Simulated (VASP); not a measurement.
# SnSe2 (P-3m1) in VASP: G0W0 quasiparticle levels with LDA

Aim: the G0W0 quasiparticle levels of SnSe2 with LDA.

Program: VASP 6.6.1. These are calculated values, not measurements. Logs are shortened: lines on timing, memory, paths and dates and some standing lists are left out, and cuts for length are marked.

### Step 1. The cell of the first run

Symmetry: P-3m1, No. 164, trigonal system. Conventional cell: a = 3.825 Å, b = 3.825 Å, c = 6.227 Å, α = 90.00°, β = 90.00°, γ = 120.00°. Sn (site symmetry -3m) has 6 Se at 2.71 Å within 3.6 Å. Within 3.6 Å of Se (site symmetry 3m) lie 3 Sn at 2.71 Å.

### Step 2. G0W0 quasiparticle levels, LDA

Input file POSCAR:

```
SnSe2
1.0
    3.8251638404      0.0000000000      0.0000000000
   -1.9125819202      3.3126890594      0.0000000000
    0.0000000000      0.0000000000      6.2270561301
Sn Se
1 2
Direct
    0.0000000000      0.0000000000      0.0000000000
    0.3333333333      0.6666666667      0.2530760434
    0.6666666667      0.3333333333      0.7469239566
```

Input file INCAR.step1:

```
SYSTEM = SnSe2
PREC     = Accurate       ! precision mode
ENCUT    = 500            ! plane-wave cutoff, eV
EDIFF    = 1E-8           ! SCF threshold, eV
ISMEAR   = 0              ! smearing method
SIGMA    = 0.01           ! smearing width, eV
LREAL    = .FALSE.        ! projectors in reciprocal space
LASPH    = .TRUE.         ! aspherical terms in the spheres
NELM     = 60             ! most SCF steps
ALGO     = Normal         ! electronic algorithm
LWAVE    = .TRUE.         ! write WAVECAR
LCHARG   = .FALSE.        ! write CHGCAR
```

Input file INCAR.step2:

```
SYSTEM = SnSe2
PREC     = Accurate       ! precision mode
ENCUT    = 500            ! plane-wave cutoff, eV
EDIFF    = 1E-8           ! SCF threshold, eV
ISMEAR   = 0              ! smearing method
SIGMA    = 0.01           ! smearing width, eV
LREAL    = .FALSE.        ! projectors in reciprocal space
LASPH    = .TRUE.         ! aspherical terms in the spheres
NELM     = 1              ! most SCF steps
ALGO     = Exact          ! electronic algorithm
LWAVE    = .TRUE.         ! write WAVECAR
LCHARG   = .FALSE.        ! write CHGCAR
NBANDS   = 103            ! bands
LOPTICS  = .TRUE.         ! frequency-dependent dielectric function
ISTART   = 1
```

Input file INCAR.step3:

```
SYSTEM = SnSe2
PREC     = Accurate       ! precision mode
ENCUT    = 500            ! plane-wave cutoff, eV
EDIFF    = 1E-8           ! SCF threshold, eV
ISMEAR   = 0              ! smearing method
SIGMA    = 0.01           ! smearing width, eV
LREAL    = .FALSE.        ! projectors in reciprocal space
LASPH    = .TRUE.         ! aspherical terms in the spheres
ALGO     = EVGW0          ! electronic algorithm
LWAVE    = .FALSE.        ! write WAVECAR
LCHARG   = .FALSE.        ! write CHGCAR
NELMGW   = 1            
NBANDS   = 103            ! bands
ENCUTGW  = 110.0          ! cutoff of the response function
NOMEGA   = 96             ! frequency points
PRECFOCK = Fast         
ISTART   = 1            
NBANDSGW = 21           
OMEGAMAX = 20
```

Input file KPOINTS:

```
regular mesh
0
G
  6 6 2
  0 0 0
```

Potentials or basis: VASP PAW LDA potentials, release 64 (Sn_d_GW, Se_GW).

The run is started by

```console
$ cat potpaw_LDA.64/Sn_d_GW/POTCAR potpaw_LDA.64/Se_GW/POTCAR > POTCAR
$ cp INCAR.step1 INCAR
$ mpirun -np 1 vasp_std > vasp.out
$ cp INCAR.step2 INCAR
$ mpirun -np 1 vasp_std > vasp.out
$ cp INCAR.step3 INCAR
$ mpirun -np 1 vasp_std > vasp.out
```

OUTCAR:

```text
SYSTEM = SnSe2
   PREC = Accurate
   ENCUT = 500
   EDIFF = 1E-8
   ISMEAR = 0
   LREAL = .FALSE.
   LASPH = .TRUE.
   NELMGW = 1
   ENCUTGW = 110.0
   PRECFOCK = Fast
   ISTART = 1

 ion  position               nearest neighbor table
   1  0.000  0.000  0.000-   2 2.71   3 2.71   2 2.71   3 2.71   3 2.71   2 2.71
   2  0.333  0.667  0.253-   1 2.71   1 2.71   1 2.71
   3  0.667  0.333  0.747-   1 2.71   1 2.71   1 2.71

  LATTYP: Found a hexagonal cell.
 ALAT       =     3.8251638404
 C/A-ratio  =     1.6279188003

  Lattice vectors:

 A1 = (   3.8251638404,   0.0000000000,   0.0000000000)
 A2 = (  -1.9125819202,   3.3126890594,   0.0000000000)
 A3 = (   0.0000000000,   0.0000000000,   6.2270561301)

Analysis of symmetry for initial positions (statically):
=====================================================================
 Subroutine PRICEL returns:
 Original cell was already a primitive cell.

 Routine SETGRP: Setting up the symmetry group for a
 hexagonal supercell.

 Subroutine GETGRP returns: Found 12 space group operations
 (whereof 12 operations were pure point group operations)
 out of a pool of 24 trial point group operations.

The static configuration has the point symmetry D_3d.

Analysis of symmetry for dynamics (positions and initial velocities):
=====================================================================
 Subroutine PRICEL returns:
 Original cell was already a primitive cell.

 Routine SETGRP: Setting up the symmetry group for a
 hexagonal supercell.

 Subroutine GETGRP returns: Found 12 space group operations
 (whereof 12 operations were pure point group operations)
 out of a pool of 24 trial point group operations.

The dynamic configuration has the point symmetry D_3d.

 Subroutine INISYM returns: Found 12 space group operations
 (whereof 12 operations are pure point group operations),
 and found     1 'primitive' translations

----------------------------------------------------------------------------------------

                                     Primitive cell

  volume of cell :      78.9066

  direct lattice vectors                    reciprocal lattice vectors
     3.825163840  0.000000000  0.000000000     0.261426711  0.150934782  0.000000000
    -1.912581920  3.312689059  0.000000000     0.000000000  0.301869563  0.000000000
     0.000000000  0.000000000  6.227056130     0.000000000  0.000000000  0.160589527

  length of vectors
     3.825163840  3.825163840  6.227056130     0.301869563  0.301869563  0.160589527

  position of ions in fractional coordinates (direct lattice)
     0.000000000  0.000000000  0.000000000
     0.333333333  0.666666667  0.253076043
     0.666666667  0.333333333  0.746923957

  ion indices of the primitive-cell ions
   primitive index   ion index
                 1           1
                 2           2
                 3           3

----------------------------------------------------------------------------------------

 KPOINTS: regular mesh

Automatic generation of k-mesh.
 Grid dimensions read from file:
 generate k-points for:    6    6    2

 Generating k-lattice:

  Cartesian coordinates                     Fractional coordinates (reciprocal lattice)
     0.043571118  0.025155797  0.000000000     0.166666667  0.000000000  0.000000000
     0.000000000  0.050311594  0.000000000     0.000000000  0.166666667  0.000000000
     0.000000000  0.000000000  0.080294764     0.000000000  0.000000000  0.500000000

  Length of vectors
     0.050311594  0.050311594  0.080294764

  Shift w.r.t. Gamma in fractional coordinates (k-lattice)
     0.000000000  0.000000000  0.000000000

 Subroutine IBZKPT returns following result:
 ===========================================

 Found     14 irreducible k-points:

 Following reciprocal coordinates:
            Coordinates               Weight
  0.000000  0.000000  0.000000      1.000000
  0.166667  0.000000  0.000000      6.000000
  0.333333 -0.000000  0.000000      6.000000
  0.500000  0.000000  0.000000      3.000000
  0.166667  0.166667  0.000000      6.000000
  0.333333  0.166667  0.000000     12.000000
  0.333333  0.333333  0.000000      2.000000
  0.000000  0.000000  0.500000      1.000000
  0.166667  0.000000  0.500000      6.000000
  0.333333 -0.000000  0.500000      6.000000
  0.500000  0.000000  0.500000      3.000000
  0.166667  0.166667  0.500000      6.000000
  0.333333  0.166667  0.500000     12.000000
  0.333333  0.333333  0.500000      2.000000
   k-points           NKPTS =     14   k-points in BZ     NKDIM =     72   number of bands    NBANDS=    103
   number of dos      NEDOS =    301   number of ions     NIONS =      3
   total plane-waves  NPLWV =  37632
   dimension x,y,z NGX =    28 NGY =   28 NGZ =   48
   dimension x,y,z NGXF=    56 NGYF=   56 NGZF=   96
   ions per type =               1   2
   NGX,Y,Z   is equivalent  to a cutoff of  12.17, 12.17, 12.81 a.u.
   NGXF,Y,Z  is equivalent  to a cutoff of  24.34, 24.34, 25.63 a.u.
 SYSTEM =  SnSe2
   PREC   = accura    normal or accurate (medium, high low for compatibility)
   ISTART =      1    job   : 0-new  1-cont  2-samecut
   ICHARG =      0    charge: 1-file 2-atom 10-const
   ISPIN  =      1    spin polarized calculation?
   LNONCOLLINEAR =      F non collinear calculations
   LSORBIT =      F    spin-orbit coupling
   LASPH  =      T    aspherical Exc in radial PAW
   ENCUT  =  500.0 eV  36.75 Ry    6.06 a.u.   6.97  6.97 11.35*2*pi/ulx,y,z
   NELM   =     60;   NELMIN=  2; NELMDL=  0     # of ELM steps
   EDIFF  = 0.1E-07   stopping-criterion for ELM
   LREAL  =      F    real-space projection
   EDIFFG = 0.1E-06   stopping-criterion for IOM
   NSW    =      0    number of steps for IOM
   IBRION =     -1    ionic relax: 0-MD 1-quasi-New 2-CG
   NFREE  =      0    steps in history (QN), initial steepest desc. (CG)
   ISIF   =      0    stress and relaxation
   ISYM   =      3    0-nonsym 1-usesym 2-fastsym
   POTIM  = 0.5000    time-step for ionic-motion
   TEBEG  =    0.0;   TEEND  =   0.0 temperature during run
   PSTRESS=    0.0 pullay stress
   NELECT =      26.0000    total number of electrons
   NUPDOWN=      -1.0000    fix difference up-down
   EMIN   =  10.00;   EMAX   =-10.00  energy-range for DOS
   EFERMI =   0.00;   METHOD = LEGACY
   ISMEAR =     0;   SIGMA  =   0.01  broadening in eV -4-tet -1-fermi 0-gaus
   EFERMI_NEDOS =   21; number of points for ismear=-14 and -15
   IALGO  =     38    algorithm
   IMIX   =      4    mixing-type and parameters
     AMIX     =   0.40;   BMIX     =  1.00
     AMIX_MAG =   1.60;   BMIX_MAG =  1.00
  volume/ion in A,a.u.               =      26.30       177.50
  Fermi-wavevector in a.u.,A,eV,Ry     =   1.130737  2.136782 17.395936  1.278565
  Thomas-Fermi vector in A             =   2.267434
   LORBIT       =      0    0 simple, 1 ext, 2 COOP (PROOUT), +10 PAW based schemes
   GGA     = CA    functional components
   LHFCALC =     T    Hartree Fock is set to
   PRECFOCK=fast      Normal, Fast or Accurate (Low or Medium for compatibility)
   ENCUT4O =  -1.0   cutoff for four orbital integrals eV
   NKREDX  =     1    reduce k-point grid by
   NKREDY  =     1    reduce k-point grid by
   NKREDZ  =     1    reduce k-point grid by
   AEXX    =    1.0000 exact exchange contribution
   HFSCREEN=    0.0000 screening length (either q_TF or 0.3 A-1)
   HFSCREENC=   0.0000 screening length for correlation (either q_TF or 0.3 A-1)
   ENCUTFOCK=  -1.0 apply spherical cutoff to Coloumb kernel
   IVDW    =     0    specifies the selected vdW correction
   LEPSILON=     F    determine dielectric tensor
   LRPA    =     F    only Hartree local field effects (RPA)
   LRPAFORCE           =     F    calculate RPA forces
   ENCUTGW             = 110.0    cutoff for response function in eV
   ENCUTGWSOFT         =  88.0    soft cutoff for Coulomb kernel in GW response function in eV
   ENCUTLF             =  -1.0    cutoff for local field effects
   NELMGW              =     1    number of iterations in solving QP/BSE equation
   NELMHF              =     1    number of iterations in the inner HF iteration
   NKREDLFX            =     1    NKREDLFY  =   1   NKREDLFZ  =   1
 non-spin polarized calculation
 Gauss-broadening in eV      SIGMA  =   0.01
  energy-cutoff  :      500.00
  volume of cell :       78.91
 maximum number of plane-waves:      2020
 NGX is ok and might be reduce to    28
  NGX = 16; NGY = 16; NGZ = 28
   NGX = 13   NGY = 13   NGZ = 23
 maximum number of plane-waves:       214
 NGX is ok and might be reduce to    14

 QP shifts <psi_nk| G(iteration)W_0 |psi_nk>: iteration 1
 for sc-GW calculations column KS-energies equals QP-energies in previous step
 and V_xc(KS)=  KS-energies - (<T + V_ion + V_H > + <T+V_H+V_ion>^1  + <V_x>^1)

 k-point   1 :       0.0000    0.0000    0.0000
  band No.  KS-energies  QP-energies   sigma(KS)   V_xc(KS)     V^pw_x(r,r')   Z            occupation Imag(sigma)

      1     -18.1001     -20.3931     -20.6655     -17.4508     -27.0854       0.7133       2.0000       0.0734
      2     -18.1001     -20.3931     -20.6655     -17.4508     -27.0854       0.7133       2.0000       0.0734
      3     -18.0601     -20.3170     -20.6248     -17.4249     -26.9761       0.7053       2.0000       0.0160
      4     -18.0483     -20.3267     -20.6609     -17.4580     -27.0209       0.7113       2.0000       0.0286
      5     -18.0483     -20.3267     -20.6609     -17.4580     -27.0209       0.7113       2.0000       0.0286
      6     -10.7589     -10.4507     -11.8045     -12.3056     -19.6302       0.6151       2.0000       1.3758
[... 13 lines left out ...]
     20      12.0357      12.5549      -9.3977     -10.0740      -4.6676       0.7676       0.0000      -0.2448
     21      12.2268      12.8105      -9.0417      -9.8164      -4.0190       0.7533       0.0000      -0.3478

 k-point   2 :       0.1667    0.0000    0.0000
  band No.  KS-energies  QP-energies   sigma(KS)   V_xc(KS)     V^pw_x(r,r')   Z            occupation Imag(sigma)

      1     -18.1120     -20.4007     -20.6463     -17.4390     -27.0877       0.7136       2.0000       0.0884
      2     -18.0914     -20.3955     -20.6866     -17.4633     -27.1095       0.7149       2.0000       0.0792
      3     -18.0562     -20.3212     -20.6376     -17.4405     -26.9965       0.7084       2.0000       0.0250
      4     -18.0507     -20.3180     -20.6395     -17.4398     -26.9897       0.7086       2.0000       0.0206
      5     -18.0464     -20.3243     -20.6527     -17.4553     -27.0064       0.7124       2.0000       0.0265
      6     -10.4922     -10.2036     -11.8960     -12.3784     -19.6069       0.5984       2.0000       1.2845
[... 13 lines left out ...]
     20      12.2987      12.7986      -9.1218      -9.7767      -4.3277       0.7633       0.0000      -0.2538
     21      12.4179      12.9089      -8.6028      -9.2571      -3.7549       0.7506       0.0000      -0.2651

 k-point   3 :       0.3333   -0.0000    0.0000
  band No.  KS-energies  QP-energies   sigma(KS)   V_xc(KS)     V^pw_x(r,r')   Z            occupation Imag(sigma)

      1     -18.1392     -20.4070     -20.5926     -17.4079     -27.0757       0.7121       2.0000       0.1138
      2     -18.0808     -20.4026     -20.7098     -17.4749     -27.1358       0.7177       2.0000       0.0873
      3     -18.0663     -20.3173     -20.6131     -17.4293     -26.9777       0.7070       2.0000       0.0283
      4     -18.0348     -20.3129     -20.6586     -17.4588     -27.0012       0.7119       2.0000       0.0241
      5     -18.0348     -20.3129     -20.6586     -17.4588     -27.0012       0.7119       2.0000       0.0241
      6      -9.7835      -9.5357     -12.2075     -12.6260     -19.5997       0.5922       2.0000       1.1119
[... 13 lines left out ...]
     20      12.6418      13.1148      -8.6025      -9.2371      -3.7877       0.7454       0.0000      -0.2524
     21      13.6625      14.1860      -9.1604      -9.8571      -4.0367       0.7513       0.0000      -0.3294
[... 229 lines left out ...]
      1     -18.1394     -20.4025     -20.5914     -17.4073     -27.0822       0.7107       2.0000       0.1214
      2     -18.0908     -20.3962     -20.6859     -17.4612     -27.1247       0.7149       2.0000       0.0971
      3     -18.0627     -20.3144     -20.6127     -17.4317     -26.9748       0.7079       2.0000       0.0279
      4     -18.0376     -20.3111     -20.6502     -17.4583     -26.9961       0.7123       2.0000       0.0251
      5     -18.0256     -20.3231     -20.6734     -17.4657     -27.0129       0.7163       2.0000       0.0228
      6      -9.1365      -8.9047     -12.5876     -12.9704     -19.6869       0.6054       2.0000       0.9796
[... 13 lines left out ...]
     20      12.7087      13.2409      -9.1376      -9.8462      -4.1300       0.7511       0.0000      -0.2750
     21      13.0328      13.5681      -9.2235      -9.9481      -4.1783       0.7387       0.0000      -0.3363

 k-point  14 :       0.3333    0.3333    0.5000
  band No.  KS-energies  QP-energies   sigma(KS)   V_xc(KS)     V^pw_x(r,r')   Z            occupation Imag(sigma)

      1     -18.1170     -20.4001     -20.6326     -17.4320     -27.1043       0.7133       2.0000       0.1134
      2     -18.1170     -20.4001     -20.6326     -17.4320     -27.1043       0.7133       2.0000       0.1134
      3     -18.0469     -20.3095     -20.6337     -17.4494     -26.9865       0.7105       2.0000       0.0287
      4     -18.0469     -20.3095     -20.6337     -17.4494     -26.9865       0.7105       2.0000       0.0287
      5     -18.0286     -20.3161     -20.6689     -17.4584     -27.0066       0.7125       2.0000       0.0192
      6      -8.7333      -8.5144     -12.8559     -13.2094     -19.8037       0.6194       2.0000       0.9526
[... 13 lines left out ...]
     20      12.1061      12.6340      -9.2144      -9.9121      -4.3000       0.7565       0.0000      -0.2535
     21      12.1402      12.6586      -9.0728      -9.7540      -4.1944       0.7611       0.0000      -0.2479
```

Run time: 8.7 min. Hardware: 1 thread of Intel Xeon 6975P-C (Granite Rapids), shared host; peak memory 1.5 GiB.

What came out:

```
Quasiparticle gap                                   : 1.20 eV
Least direct quasiparticle gap                      : 1.64 eV
Band gap of the starting levels on the mesh         : 0.67 eV
Least direct gap of the starting levels on the mesh : 0.92 eV
```

Caveat: the k points lie up to 0.50 Å⁻¹ apart; bands, screening cutoff and mesh are small and nothing is extrapolated, so the quasiparticle values aren't converged; spin-orbit coupling is left out, which moves the levels of the heavy elements.
